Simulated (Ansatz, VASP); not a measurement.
**BaTiO3: VASP beside Ansatz**

```xyz
10
Lattice="4.5339 -2.9380 -2.8445 -4.1792 -2.1732 2.5787 -4.6762 2.6714 -2.7780" Properties=species:S:1:pos:R:3 pbc="T T T"
Ba    0.0840   -2.6676   -2.9251
Ba    0.3596   -5.0980   -0.2695
Ti   -2.2602   -0.0254   -2.8155
Ti   -2.0304   -2.4394   -0.1341
O     0.1677   -2.5637   -0.1876
O    -0.0743   -0.1457   -2.8591
O    -2.1593   -1.1997   -1.5176
O    -6.5741   -0.9440   -1.6257
O    -2.3575    1.3116   -1.4278
O    -2.0878   -1.1006    1.2786
```

Alike in both runs: functional PBEsol; k mesh 7 × 7 × 6; occupations fermi-dirac, width 0.05 eV; no spin polarisation.

|  | VASP | Ansatz |
| --- | --- | --- |
| version | VASP 6.6.1 | Ansatz 0.2.0 |
| potentials or method | VASP PAW PBE potentials, release 64 (Ba_sv, Ti_sv, O) | Ansatz PAW |
| plane-wave cutoff (eV) | 520 | 420 |
| valence electrons in the cell | 80 | 80 |
| task | single point | band structure |

VASP gave:

```
gap on the k mesh at the Fermi level (eV)                     : 0.89
least direct gap on the mesh (eV)                             : 0.89
pressure (GPa)                                                : 10.4
traceless stress, the component that is largest in VASP (GPa) : 22.65
rms of the force components (eV/Å)                            : 0.354
```

Question: Estimate Ansatz's values.

Answer: gap on the k mesh at the Fermi level (eV): 0.97; least direct gap on the mesh (eV): 0.97; pressure (GPa): 8.1; traceless stress, the component that is largest in VASP (GPa): 21.50; rms of the force components (eV/Å): 0.332.

VASP's potentials were made for PBE, not for PBEsol. Atom by atom the forces differ by 0.026 eV/Å (rms over components).

Spin-orbit coupling is off throughout.
